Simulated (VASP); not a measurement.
**Sb3S5: single point with PBE**

Sb3S5:

```
Sb S
1.0
     6.61163    0.00000    0.00000
     0.00000    6.61163    0.00000
     0.00000    0.00000    5.78951
Sb S
3 5
Direct
  0.50000 0.50000 0.99569
  0.50000 0.00000 0.66274
  0.00000 0.50000 0.66274
  0.76450 0.76450 0.88121
  0.23550 0.23550 0.88121
  0.23550 0.76450 0.88121
  0.76450 0.23550 0.88121
  0.50000 0.50000 0.39969
```

The cell was built from a structure type or drawn by symmetry, and may not be a known phase.

```
Program             : VASP 6.6.1
Task                : single point
Functional          : PBE
Potentials or basis : VASP PAW PBE potentials, release 64 (Sb, S)
Cutoff              : 520 eV
k mesh              : 6 × 6 × 6
Occupations         : gaussian, width 0.1 eV
Spin                : no spin polarisation
```

* Pressure: -0.1 GPa
* Largest force: 0.016 eV/Å
* Band gap on the k mesh: zero (an odd number of electrons rules out a gap without spin polarisation)

Forces on the atoms (eV/Å):
```
Sb   0.000  0.000 -0.016
Sb   0.000  0.000  0.006
Sb   0.000  0.000  0.006
S   -0.011 -0.011  0.001
S    0.011  0.011  0.001
S    0.011 -0.011  0.001
S   -0.011  0.011  0.001
S    0.000  0.000 -0.001
```

Stress tensor (GPa, compression positive):
```
-0.13  0.00  0.00
 0.00 -0.13  0.00
 0.00  0.00 -0.05
```

Levels at points of the mesh, in eV from the Fermi level:
```csv
k point,band 19,band 20,band 21,band 22,band 23,band 24,band 25,band 26
"(0.00, 0.00, 0.00)",-1.20,-1.20,-1.06,-0.77,-0.35,0.31,2.19,2.19
"(0.50, 0.00, 0.00)",-1.40,-1.05,-0.99,-0.87,-0.02,1.01,1.58,2.01
"(0.50, 0.50, 0.00)",-1.73,-1.73,-0.76,-0.76,1.14,2.13,2.27,2.27
"(0.00, 0.00, 0.50)",-0.96,-0.96,-0.77,-0.58,-0.35,0.39,2.34,2.34
"(0.50, 0.00, 0.50)",-1.23,-1.22,-1.04,-0.66,0.08,0.91,1.59,2.00
"(0.50, 0.50, 0.50)",-1.27,-1.27,-0.91,-0.91,1.31,2.00,2.00,2.48
```

Run time: 4.6 min on 1 thread of AMD EPYC 9R45 96-Core Processor (Zen 5), on a shared host, peak memory 0.46 GiB.

Caveat: spin-orbit coupling is left out, which moves the levels of the heavy elements.
